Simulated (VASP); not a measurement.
# Sb (R-3m) in VASP: notebook

Aim: see how the results for Sb move with the level of theory and the settings. Levels: PBE, revPBE, RPBE. Tasks: single point.

Everything below comes from runs of VASP 6.6.1. Logs are shortened: lines on timing, memory, paths and dates and some standing lists are left out, and cuts for length are marked.

## (1) The cell of the first run

Symmetry: R-3m, No. 166, trigonal system. Conventional cell: a = 4.393 Å, b = 4.393 Å, c = 11.495 Å, α = 90.00°, β = 90.00°, γ = 120.00°. Sb (site symmetry 3m) has 6 Sb at 2.97 to 3.42 Å within 3.9 Å.

## (2) Single point, PBE

Contents of INCAR:

```
ALGO = Normal
EDIFF = 1E-6
ENCUT = 520
GGA = PE
ISIF = 2
ISMEAR = -1
LASPH = True
LCHARG = False
LREAL = False
LWAVE = False
NBANDS = 12
NELM = 100
PREC = Accurate
SIGMA = 0.05
```

Contents of KPOINTS:

```
k-points
0
Gamma
  8 8 8
```

Contents of POSCAR:

```
Sb
1.0
    2.1964499421      1.2681209653      3.8317049867
   -2.1964499421      1.2681209653      3.8317049867
    0.0000000000     -2.5362419306      3.8317049867
Sb
2
Direct
    0.7665100000      0.7665100000      0.7665100000
    0.2334900000      0.2334900000      0.2334900000
```

Potentials or basis: VASP PAW PBE potentials, release 64 (Sb).

Launch:

```
$ cat potpaw_PBE.64/Sb/POTCAR > POTCAR
$ mpirun -np 1 vasp_std > vasp.out
```

OUTCAR:

```text
EDIFF = 1E-6
   ENCUT = 520
   GGA = PE
   ISIF = 2
   ISMEAR = -1
   LASPH = True
   LREAL = False
   NELM = 100
   PREC = Accurate

 ion  position               nearest neighbor table
   1  0.767  0.767  0.767-   2 2.97   2 2.97   2 2.97   2 3.42   2 3.42   2 3.42
   2  0.233  0.233  0.233-   1 2.97   1 2.97   1 2.97   1 3.42   1 3.42   1 3.42

  LATTYP: Found a trigonal (rhomboedric) cell.
 ALAT       =     4.5950501886
 COS(alpha) =     0.5430253624

  Lattice vectors:

 A1 = (   2.1964499421,   1.2681209653,   3.8317049867)
 A2 = (  -2.1964499421,   1.2681209653,   3.8317049867)
 A3 = (   0.0000000000,  -2.5362419306,   3.8317049867)

Analysis of symmetry for initial positions (statically):
=====================================================================
 Subroutine PRICEL returns:
 Original cell was already a primitive cell.

 Routine SETGRP: Setting up the symmetry group for a
 trigonal (rhombohedral) supercell.

 Subroutine GETGRP returns: Found 12 space group operations
 (whereof 12 operations were pure point group operations)
 out of a pool of 12 trial point group operations.

The static configuration has the point symmetry D_3d.

Analysis of symmetry for dynamics (positions and initial velocities):
=====================================================================
 Subroutine PRICEL returns:
 Original cell was already a primitive cell.

 Routine SETGRP: Setting up the symmetry group for a
 trigonal (rhombohedral) supercell.

 Subroutine GETGRP returns: Found 12 space group operations
 (whereof 12 operations were pure point group operations)
 out of a pool of 12 trial point group operations.

The dynamic configuration has the point symmetry D_3d.

 Subroutine INISYM returns: Found 12 space group operations
 (whereof 12 operations are pure point group operations),
 and found     1 'primitive' translations

----------------------------------------------------------------------------------------

                                     Primitive cell

  volume of cell :      64.0362

  direct lattice vectors                    reciprocal lattice vectors
     2.196449942  1.268120965  3.831704987     0.227640062  0.131428051  0.086993475
    -2.196449942  1.268120965  3.831704987    -0.227640062  0.131428051  0.086993475
     0.000000000 -2.536241931  3.831704987     0.000000000 -0.262856102  0.086993475

  length of vectors
     4.595050189  4.595050189  4.595050189     0.276877581  0.276877581  0.276877581

  position of ions in fractional coordinates (direct lattice)
     0.766510000  0.766510000  0.766510000
     0.233490000  0.233490000  0.233490000

  ion indices of the primitive-cell ions
   primitive index   ion index
                 1           1
                 2           2

----------------------------------------------------------------------------------------

 KPOINTS: k-points

Automatic generation of k-mesh.
 Grid dimensions read from file:
 generate k-points for:    8    8    8

 Generating k-lattice:

  Cartesian coordinates                     Fractional coordinates (reciprocal lattice)
     0.028455008  0.016428506  0.010874184     0.125000000 -0.000000000 -0.000000000
    -0.028455008  0.016428506  0.010874184    -0.000000000  0.125000000 -0.000000000
     0.000000000 -0.032857013  0.010874184    -0.000000000 -0.000000000  0.125000000

  Length of vectors
     0.034609698  0.034609698  0.034609698

  Shift w.r.t. Gamma in fractional coordinates (k-lattice)
     0.000000000  0.000000000  0.000000000

 Subroutine IBZKPT returns following result:
 ===========================================

 Found     65 irreducible k-points:

 Following reciprocal coordinates:
            Coordinates               Weight
  0.000000  0.000000  0.000000      1.000000
  0.125000  0.000000 -0.000000      6.000000
  0.250000  0.000000 -0.000000      6.000000
  0.375000  0.000000 -0.000000      6.000000
  0.500000  0.000000 -0.000000      3.000000
  0.125000  0.125000 -0.000000      6.000000
[... 16 lines left out ...]
  0.250000  0.125000  0.125000      6.000000
  0.375000  0.125000  0.125000      6.000000
 [... further k-points ...]
   k-points           NKPTS =     65   k-points in BZ     NKDIM =     65   number of bands    NBANDS=     12
   number of dos      NEDOS =    301   number of ions     NIONS =      2
   total plane-waves  NPLWV =  46656
   dimension x,y,z NGX =    36 NGY =   36 NGZ =   36
   dimension x,y,z NGXF=    72 NGYF=   72 NGZF=   72
   ions per type =               2
   NGX,Y,Z   is equivalent  to a cutoff of  13.02, 13.02, 13.02 a.u.
   NGXF,Y,Z  is equivalent  to a cutoff of  26.05, 26.05, 26.05 a.u.
 SYSTEM =  unknown system
   PREC   = accura    normal or accurate (medium, high low for compatibility)
   ISTART =      0    job   : 0-new  1-cont  2-samecut
   ICHARG =      2    charge: 1-file 2-atom 10-const
   ISPIN  =      1    spin polarized calculation?
   LNONCOLLINEAR =      F non collinear calculations
   LSORBIT =      F    spin-orbit coupling
   LASPH  =      T    aspherical Exc in radial PAW
   ENCUT  =  520.0 eV  38.22 Ry    6.18 a.u.   8.54  8.54  8.54*2*pi/ulx,y,z
   NELM   =    100;   NELMIN=  2; NELMDL= -5     # of ELM steps
   EDIFF  = 0.1E-05   stopping-criterion for ELM
   LREAL  =      F    real-space projection
   EDIFFG = 0.1E-04   stopping-criterion for IOM
   NSW    =      0    number of steps for IOM
   IBRION =     -1    ionic relax: 0-MD 1-quasi-New 2-CG
   NFREE  =      0    steps in history (QN), initial steepest desc. (CG)
   ISIF   =      2    stress and relaxation
   ISYM   =      2    0-nonsym 1-usesym 2-fastsym
   POTIM  = 0.5000    time-step for ionic-motion
   TEBEG  =    0.0;   TEEND  =   0.0 temperature during run
   PSTRESS=    0.0 pullay stress
   NELECT =      10.0000    total number of electrons
   NUPDOWN=      -1.0000    fix difference up-down
   EMIN   =  10.00;   EMAX   =-10.00  energy-range for DOS
   EFERMI =   0.00;   METHOD = LEGACY
   ISMEAR =    -1;   SIGMA  =   0.05  broadening in eV -4-tet -1-fermi 0-gaus
   EFERMI_NEDOS =   21; number of points for ismear=-14 and -15
   IALGO  =     38    algorithm
   IMIX   =      4    mixing-type and parameters
     AMIX     =   0.40;   BMIX     =  1.00
     AMIX_MAG =   1.60;   BMIX_MAG =  1.00
  volume/ion in A,a.u.               =      32.02       216.07
  Fermi-wavevector in a.u.,A,eV,Ry     =   0.881589  1.665963 10.574448  0.777200
  Thomas-Fermi vector in A             =   2.002106
   LORBIT       =      0    0 simple, 1 ext, 2 COOP (PROOUT), +10 PAW based schemes
   GGA     = PE    functional components
   LHFCALC =     F    Hartree Fock is set to
   AEXX    =    0.0000 exact exchange contribution
   IVDW    =     0    specifies the selected vdW correction
   LEPSILON=     F    determine dielectric tensor
   LRPA    =     F    only Hartree local field effects (RPA)
 non-spin polarized calculation
  energy-cutoff  :      520.00
  volume of cell :       64.04
 maximum number of plane-waves:      1742
 NGX is ok and might be reduce to    36
   NGX = 17   NGY = 17   NGZ = 17

 number of electron      10.0000000 magnetization

 Free energy of the ion-electron system (eV)
  ---------------------------------------------------
  ext. energy  EPLUGINS =         0.00000000
  ---------------------------------------------------
  free energy    TOTEN  =        -8.28177798 eV

  energy without entropy =       -8.27928543  energy(sigma->0) =       -8.28053170

 E-fermi :   6.6182     XC(G=0):  -9.2822

 val. band max:        6.5665299134   @ k =   0.3750   0.2500   0.2500
 cond. band min:       6.6183258547   @ k =   0.3750   0.1250   0.1250
 fundamental gap:      0.0517959413
 Fermi energy:         6.6181830944

 k-point     1 :       0.0000    0.0000    0.0000
  band No.  band energies     occupation
      1      -5.7088      2.00000
      2       1.4762      2.00000
      3       4.6509      2.00000
      4       4.8797      2.00000
      5       4.8797      2.00000
      6       8.5987      0.00000
      7       9.1656      0.00000
      8       9.1656      0.00000
      9      11.7041      0.00000
     10      11.7041      0.00000
     11      11.8204      0.00000
     12      13.3008      0.00000

 k-point     2 :       0.1250    0.0000   -0.0000
  band No.  band energies     occupation
      1      -5.5469      2.00000
      2       0.8766      2.00000
      3       4.6885      2.00000
      4       4.8442      2.00000
      5       5.0767      2.00000
      6       8.4715      0.00000
      7       8.7393      0.00000
      8       8.7959      0.00000
      9      11.2180      0.00000
     10      11.6245      0.00000
     11      11.8047      0.00000
     12      14.2506      0.00000

 k-point     3 :       0.2500    0.0000   -0.0000
  band No.  band energies     occupation
      1      -5.0666      2.00000
      2      -0.4059      2.00000
      3       4.7039      2.00000
      4       4.7822      2.00000
      5       5.4702      2.00000
      6       7.7680      0.00000
      7       7.9243      0.00000
      8       8.0219      0.00000
      9      11.5274      0.00000
     10      12.1013      0.00000
     11      12.5990      0.00000
     12      16.1423      0.00000
[... 286 lines left out ...]
 k-point    23 :       0.2500    0.1250    0.1250
  band No.  band energies     occupation
      1      -5.3308      2.00000
      2       0.1755      2.00000
      3       3.9868      2.00000
      4       5.2002      2.00000
      5       5.9378      2.00000
      6       7.6830      0.00000
      7       7.7908      0.00000
      8       9.4351      0.00000
      9      11.3683      0.00000
     10      11.8710      0.00000
     11      12.6384      0.00000
     12      13.9093      0.00000

 k-point    24 :       0.3750    0.1250    0.1250
  band No.  band energies     occupation
      1      -4.7753      2.00000
      2      -0.9069      2.00000
      3       3.4377      2.00000
      4       5.1347      2.00000
      5       6.6183      0.99857
      6       6.6878      0.39839
      7       7.2688      0.00000
      8       9.4791      0.00000
      9      11.5935      0.00000
     10      12.5582      0.00000
     11      13.7256      0.00000
     12      15.3038      0.00000

 [... further k-points ...]

------------------------ aborting loop because EDIFF is reached ----------------------------------------

  FORCE on cell =-STRESS in cart. coord.  units (eV):
  Direction    XX          YY          ZZ          XY          YZ          ZX
  --------------------------------------------------------------------------------------
  -------------------------------------------------------------------------------------
  Total       -0.1982094     -0.1982094     -0.1678746      0.0000000      0.0000000      0.0000000
  in kB       -4.9591759     -4.9591759     -4.2002040      0.0000000      0.0000000      0.0000000
  external PRESSURE =      -4.7061853 kB  Pullay stress =       0.0000000 kB

 VOLUME and BASIS-vectors are now :
 -----------------------------------------------------------------------------
  energy-cutoff  :      520.00
  volume of cell :       64.04
      direct lattice vectors                 reciprocal lattice vectors
     2.196449942  1.268120965  3.831704987     0.227640062  0.131428051  0.086993475
    -2.196449942  1.268120965  3.831704987    -0.227640062  0.131428051  0.086993475
     0.000000000 -2.536241931  3.831704987     0.000000000 -0.262856102  0.086993475

 POSITION                                       TOTAL-FORCE (eV/Angst)
 -----------------------------------------------------------------------------------
      0.00000      0.00000      8.81112         0.000000      0.000000      0.097505
      0.00000      0.00000      2.68399         0.000000     -0.000000     -0.097505
 -----------------------------------------------------------------------------------
    total drift:                                0.000000     -0.000000     -0.000000

  FREE ENERGIE OF THE ION-ELECTRON SYSTEM (eV)
  ---------------------------------------------------
  free  energy   TOTEN  =        -8.2817779823 eV

  energy  without entropy=       -8.2792854274  energy(sigma->0) =       -8.28053170
```

It took 43 s on 1 thread of Intel Xeon 8259CL, shared host; peak memory 0.22 GiB.

Results:

```yaml
Free_energy: -8.2818 eV
Pressure: -0.5 GPa
Largest_force: 0.098 eV/Å
Band_gap_on_the_k_mesh: zero (bands 5 and 6 overlap by 0.27 eV)
```

Forces in eV/Å, atoms in the order of the input:
```
Sb   0.000  0.000  0.098
Sb   0.000  0.000 -0.098
```

Caveat: spin-orbit coupling is left out, which moves the levels of the heavy elements.

## (3) Single point, PBE

This run uses another cell than the first one, of 31.93 Å³/atom.

Contents of INCAR:

```
SYSTEM = Sb
  ALGO = Normal
  EDIFF = 1E-6
  ENCUT = 520
  GGA = PE
  ISIF = 2
  ISMEAR = -1
  LASPH = .TRUE.
  LCHARG = .FALSE.
  LREAL = .FALSE.
  LWAVE = .FALSE.
  NBANDS = 12
  NELM = 60
  PREC = Accurate
  SIGMA = 0.05
```

Contents of KPOINTS:

```
k-points
0
G
  8 8 8
  0 0 0
```

Contents of POSCAR:

```
Sb
1.0
    2.1893655754      1.2640308043      3.8454313014
   -2.1893655754      1.2640308043      3.8454313014
    0.0000000000     -2.5280616086      3.8454313014
Sb
2
Direct
    0.7676637615      0.7676637615      0.7676637615
    0.2323362385      0.2323362385      0.2323362385
```

Potentials or basis: VASP PAW PBE potentials, release 64 (Sb).

Launch:

```
$ cat potpaw_PBE.64/Sb/POTCAR > POTCAR
$ mpirun -np 1 vasp_std > vasp.out
```

It took 51 s on 1 thread of Intel Xeon 8259CL, shared host; peak memory 0.23 GiB.

The run converged. Its results:

* Free energy: -8.2830 eV
* Pressure: 0.1 GPa
* Largest force: 0.034 eV/Å
* Band gap on the k mesh: zero (bands 5 and 6 overlap by 0.28 eV)

Forces on the atoms (eV/Å):
```
Sb   0.000  0.000 -0.034
Sb   0.000  0.000  0.034
```

Levels at points of the mesh, in eV from the Fermi level:
```tsv
k point	band 3	band 4	band 5	band 6	band 7	band 8
(0.00, 0.00, 0.00)	-1.99	-1.76	-1.76	1.87	2.51	2.51
(0.50, 0.00, 0.00)	-1.96	-1.85	-0.33	-0.29	0.19	0.59
(0.50, 0.50, 0.00)	-5.14	-3.55	-3.49	1.58	4.59	5.27
(0.50, 0.50, 0.50)	-1.33	-1.33	-0.64	0.20	0.20	1.04
```

Caveat: spin-orbit coupling is left out, which moves the levels of the heavy elements.

## (4) Single point, revPBE

This run uses another cell than the first one, of 32.97 Å³/atom.

Contents of INCAR:

```
  ALGO = Normal
  EDIFF = 1E-6
  ENCUT = 520
  GGA = RE
  ISIF = 2
  ISMEAR = -1
  LASPH = T
  LCHARG = F
  LREAL = F
  LWAVE = F
  NBANDS = 12
  NELM = 100
  PREC = Accurate
  SIGMA = 0.05
```

Contents of KPOINTS:

```
k-points
0
Gamma
  8 8 8
```

Contents of POSCAR:

```
Sb
1.0
    2.1967255367      1.2682800800      3.9446181576
   -2.1967255367      1.2682800800      3.9446181576
    0.0000000000     -2.5365601599      3.9446181576
Sb
2
Direct
    0.7691704379      0.7691704379      0.7691704379
    0.2308295621      0.2308295621      0.2308295621
```

Potentials or basis: VASP PAW PBE potentials, release 64 (Sb).

Launch:

```
$ cat potpaw_PBE.64/Sb/POTCAR > POTCAR
$ mpirun -np 1 vasp_std > vasp.out
```

OUTCAR:

```text
EDIFF = 1E-6
   ENCUT = 520
   GGA = RE
   ISIF = 2
   ISMEAR = -1
   LASPH = T
   LREAL = F
   NELM = 100
   PREC = Accurate

 ion  position               nearest neighbor table
   1  0.769  0.769  0.769-   2 2.96   2 2.96   2 2.96   2 3.51   2 3.51   2 3.51
   2  0.231  0.231  0.231-   1 2.96   1 2.96   1 2.96   1 3.51   1 3.51   1 3.51

  LATTYP: Found a trigonal (rhomboedric) cell.
 ALAT       =     4.6897920907
 COS(alpha) =     0.5611921247
[... 546 lines left out ...]

 [... further k-points ...]

------------------------ aborting loop because EDIFF is reached ----------------------------------------

  FORCE on cell =-STRESS in cart. coord.  units (eV):
  Direction    XX          YY          ZZ          XY          YZ          ZX
  --------------------------------------------------------------------------------------
  -------------------------------------------------------------------------------------
  Total        0.0065837      0.0065837     -0.0106860     -0.0000000     -0.0000000     -0.0000000
  in kB        0.1599692      0.1599692     -0.2596453     -0.0000000     -0.0000000     -0.0000000
  external PRESSURE =       0.0200977 kB  Pullay stress =       0.0000000 kB

 VOLUME and BASIS-vectors are now :
 -----------------------------------------------------------------------------
  energy-cutoff  :      520.00
  volume of cell :       65.94
      direct lattice vectors                 reciprocal lattice vectors
     2.196725537  1.268280080  3.944618158     0.227611503  0.131411562  0.084503321
    -2.196725537  1.268280080  3.944618158    -0.227611503  0.131411562  0.084503321
     0.000000000 -2.536560160  3.944618158     0.000000000 -0.262823124  0.084503321

 POSITION                                       TOTAL-FORCE (eV/Angst)
 -----------------------------------------------------------------------------------
      0.00000      0.00000      9.10225         0.000000     -0.000000     -0.030771
      0.00000      0.00000      2.73160         0.000000      0.000000      0.030771
 -----------------------------------------------------------------------------------
    total drift:                                0.000000     -0.000000      0.000000

  FREE ENERGIE OF THE ION-ELECTRON SYSTEM (eV)
  ---------------------------------------------------
  free  energy   TOTEN  =        -7.6641223050 eV

  energy  without entropy=       -7.6620109058  energy(sigma->0) =       -7.66306661
```

OSZICAR:

```text
N       E                     dE             d eps       ncg     rms          rms(c)
DAV:   1     0.350771561713E+02    0.35077E+02   -0.34915E+03  1560   0.647E+02
DAV:   2    -0.568327475012E+01   -0.40760E+02   -0.39340E+02  2064   0.104E+02
DAV:   3    -0.763812362628E+01   -0.19548E+01   -0.19303E+01  1920   0.255E+01
DAV:   4    -0.765658376741E+01   -0.18460E-01   -0.18458E-01  1808   0.299E+00
DAV:   5    -0.765683462908E+01   -0.25086E-03   -0.25086E-03  1936   0.383E-01    0.281E+00
DAV:   6    -0.766108431408E+01   -0.42497E-02   -0.28235E-03  1824   0.375E-01    0.170E+00
DAV:   7    -0.766380189928E+01   -0.27176E-02   -0.73118E-03  1812   0.593E-01    0.950E-02
DAV:   8    -0.766404461740E+01   -0.24272E-03   -0.30720E-04  1912   0.103E-01    0.297E-02
DAV:   9    -0.766411936681E+01   -0.74749E-04   -0.11809E-04  1784   0.628E-02    0.574E-03
DAV:  10    -0.766412180082E+01   -0.24340E-05   -0.74713E-06  1876   0.153E-02    0.304E-03
DAV:  11    -0.766412230501E+01   -0.50418E-06   -0.18928E-06  1776   0.827E-03
   1 F= -.76641223E+01 E0= -.76630666E+01  d E =-.211140E-02
```

Wall time 51 s (1 thread of Intel Xeon 8259CL, shared host); peak memory 0.23 GiB.

What came out:

| Property | Result |
| --- | --- |
| Free energy | -7.6641 eV |
| Pressure | 0.0 GPa |
| Largest force | 0.031 eV/Å |
| Band gap on the k mesh | zero (bands 5 and 6 overlap by 0.25 eV) |

Forces on the atoms (eV/Å):
```
Sb   0.000  0.000 -0.031
Sb   0.000  0.000  0.031
```

Caveat: the PAW data sets were made with another functional, which shifts forces and pressure a little; spin-orbit coupling is left out, which moves the levels of the heavy elements.

[end of part 1 of 2]
